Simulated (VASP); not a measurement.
Here is a VASP 6.6.1 calculation.

File POSCAR:

```
CdS
1.0
    0.0000000000      2.9392148430      3.0567834368
    2.9392148430      0.0000000000      3.0567834368
    2.9392148430      2.9392148430      0.0000000000
Cd S
1 1
Direct
    0.0000000000      0.0000000000      0.0000000000
    0.2500000000      0.2500000000      0.2500000000
```

Contents of INCAR.step1:

```
PREC = Accurate ; ENCUT = 500
EDIFF = 1E-8 ; ISMEAR = 0
SIGMA = 0.01 ; LREAL = False
LASPH = True ; NELM = 80
ALGO = Normal ; LWAVE = True
LCHARG = False ; GGA = PE
```

File INCAR.step2:

```
PREC = Accurate ; ENCUT = 500
EDIFF = 1E-8 ; ISMEAR = 0
SIGMA = 0.01 ; LREAL = False
LASPH = True ; NELM = 1
ALGO = Exact ; LWAVE = True
LCHARG = False ; GGA = PE
NBANDS = 229 ; LOPTICS = True
ISTART = 1
```

Contents of INCAR.step3:

```
PREC = Accurate ; ENCUT = 500
EDIFF = 1E-8 ; ISMEAR = 0
SIGMA = 0.01 ; LREAL = False
LASPH = True ; ALGO = EVGW0
LWAVE = False ; LCHARG = False
GGA = PE ; NELMGW = 1
NBANDS = 229 ; ENCUTGW = 150.0
NOMEGA = 96 ; PRECFOCK = Fast
ISTART = 1 ; NBANDSGW = 17
OMEGAMAX = 20
```

File KPOINTS:

```
Automatic mesh
0
Gamma
  4 4 4
```

Potentials or basis: VASP PAW PBE potentials, release 64 (Cd_GW, S_GW).

The run is started by

```sh
$ cat potpaw_PBE.64/Cd_GW/POTCAR potpaw_PBE.64/S_GW/POTCAR > POTCAR
$ cp INCAR.step1 INCAR
$ mpirun -np 1 vasp_std > vasp.out
$ cp INCAR.step2 INCAR
$ mpirun -np 1 vasp_std > vasp.out
$ cp INCAR.step3 INCAR
$ mpirun -np 1 vasp_std > vasp.out
```

What does it give for the quasiparticle gap?

1.68 eV.

Estimate the least direct quasiparticle gap.

1.68 eV.

What does it give for the band gap of the starting levels on the mesh?

0.95 eV.

Estimate the least direct gap of the starting levels on the mesh.

0.95 eV.

Caveat: the k points lie up to 0.46 Å⁻¹ apart; bands, screening cutoff and mesh are small and nothing is extrapolated, so the quasiparticle values aren't converged; the structure was generated, so it needn't be the stable form of CdS.
